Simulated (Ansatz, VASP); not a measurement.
# MgCd3Te2 in VASP and in Ansatz

File INCAR:

```
PREC     = Accurate       # precision mode
ENCUT    = 600            # plane-wave cutoff, eV
EDIFF    = 1E-6           # SCF threshold, eV
ISMEAR   = 0              # smearing method
SIGMA    = 0.1            # smearing width, eV
LREAL    = False          # projectors in reciprocal space
LASPH    = True           # aspherical terms in the spheres
NELM     = 60             # most SCF steps
ALGO     = Fast           # electronic algorithm
ISIF     = 3              # what is computed and relaxed
LWAVE    = False          # write WAVECAR
LCHARG   = False          # write CHGCAR
GGA      = PE             # functional
IBRION   = 2              # ionic algorithm
NSW      = 100            # ionic steps
EDIFFG   = -0.01          # ionic threshold
```

File KPOINTS:

```
Automatic mesh
0
Gamma
  6 6 6
```

The input POSCAR:

```
MgCd3Te2
1.0
    3.1417761200      1.8139052900      4.3079403500
   -3.1417761200      1.8139052900      4.3079403500
    0.0000000000     -3.6278105700      4.3079403500
Mg Cd Te
1 3 2
Direct
    0.0000000000      0.0000000000      0.0000000000
    0.0000000000      0.5000000000      0.0000000000
    0.5000000000      0.0000000000      0.0000000000
    0.0000000000      0.0000000000      0.5000000000
    0.6338490200      0.6338490200      0.6338490200
    0.3661509800      0.3661509800      0.3661509800
```

Input for Ansatz:

```yaml
crystal:
  lattice:
    - [3.14177612, 1.81390529, 4.30794035]
    - [-3.14177612, 1.81390529, 4.30794035]
    - [0.0, -3.62781057, 4.30794035]
  atoms:
    - { symbol: Mg, position: [0.0, 0.0, 0.0] }
    - { symbol: Cd, position: [0.0, 0.5, 0.0] }
    - { symbol: Cd, position: [0.5, 0.0, 0.0] }
    - { symbol: Cd, position: [0.0, 0.0, 0.5] }
    - { symbol: Te, position: [0.63384902, 0.63384902, 0.63384902] }
    - { symbol: Te, position: [0.36615098, 0.36615098, 0.36615098] }
basis:
  ecutwfc: 420
kpoints:
  mp_grid: { grid: [6, 6, 6] }
hamiltonian:
  xc: pbe
scf:
  occupations: { method: gaussian, width: 0.1 }
output:
  forces: true
  stress: true
  eigenvalues: true
relax:
  adjacent_minimum: "off"
  f_tol: 0.01
  max_steps: 80
  cell: { stress_tol: 0.05 }
```

Change from the starting cell: species swapped into the Ce2FeRu3 type (R-3m, No. 166).

Alike in both runs: task relaxation of cell and atoms; functional PBE; k mesh 6 × 6 × 6; occupations gaussian, width 0.1 eV; no spin polarisation.

|  | VASP | Ansatz |
| --- | --- | --- |
| version | VASP 6.6.1 | Ansatz 0.2.0 |
| potentials or method | VASP PAW PBE potentials, release 64 (Mg, Cd, Te), cutoff 600 eV | scalar-relativistic, plane waves, PAW |
| valence electrons in the cell | 50 | 102 |

```csv
,VASP,Ansatz,Ansatz less VASP
"gap on the k mesh at the Fermi level, each at its own relaxed structure (eV)",none,none,-
relaxed volume (Å³/atom),27.98,28.42,+0.441
relaxed cell length with the largest relative difference (Å),7.220,7.375,+0.1545
```

A gap of «none» marks a metal or a gap that the smearing closes. VASP's potentials hold 50 valence electrons a cell and Ansatz's 102, so a difference there can come from the potentials and not from the codes.

Neither program's run includes spin-orbit coupling.
